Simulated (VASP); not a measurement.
CuO: single point with PBEsol

CuO:

```
Cu O
1.0
     3.23778    0.00000    0.00000
     0.00000    3.23778    0.00000
     0.00000    0.00000    4.74072
Cu O
2 2
Direct
  0.00000 0.00000 0.00000
  0.50000 0.50000 0.00000
  0.50000 0.00000 0.26700
  0.00000 0.50000 0.73300
```

- Program: VASP 6.6.1
- Task: single point
- Functional: PBEsol
- Potentials or basis: VASP PAW PBE potentials, release 64 (Cu, O)
- Cutoff: 520 eV
- k mesh: 8 × 8 × 6
- Occupations: fermi-dirac, width 0.05 eV
- Spin: no spin polarisation

```
Pressure               : 1.6 GPa
Largest force          : 1.862 eV/Å
Band gap on the k mesh : zero (band 17 reaches 2.76 eV, above the bottom of band 18 at 1.95 eV)
```

Forces on the atoms (eV/Å):
```
Cu   0.000  0.000  0.000
Cu   0.000  0.000  0.000
O    0.000  0.000 -1.862
O    0.000  0.000  1.862
```

Stress tensor (GPa, compression positive):
```
 11.27   0.00   0.00
  0.00  11.27   0.00
  0.00   0.00 -17.86
```

Levels at points of the mesh, in eV from the Fermi level:
```
           k point  band 14  band 15  band 16  band 17  band 18  band 19  band 20  band 21
(0.00, 0.00, 0.00)    -1.02    -0.50    -0.26     0.41     0.41     1.04     6.28    10.47
(0.50, 0.00, 0.00)    -2.17    -0.24    -0.24     0.00     0.00     4.96     4.96    10.27
(0.50, 0.50, 0.00)    -1.57    -1.42    -1.42    -0.40    -0.40     5.38     5.38     8.71
(0.00, 0.00, 0.50)    -0.91    -0.66    -0.50     0.25     0.25     2.58     5.41    10.45
(0.50, 0.00, 0.50)    -2.20     0.03     0.03     0.09     0.09     4.79     4.79     9.40
(0.50, 0.50, 0.50)    -1.64    -1.58    -1.58    -0.30    -0.30     6.23     6.23     8.70
```

Wall time 79 s on 1 thread of Intel Xeon 8259CL, on a shared host, peak memory 0.2 GiB.

Caveat: the PAW data sets were made with another functional, which shifts forces and pressure a little; semilocal functionals often make such compounds metallic where correlation or magnetic order opens a gap, which also shifts bond lengths. With open d or f shells a metallic result of PBEsol can be an artefact of self-interaction; +U or a hybrid may open a gap.
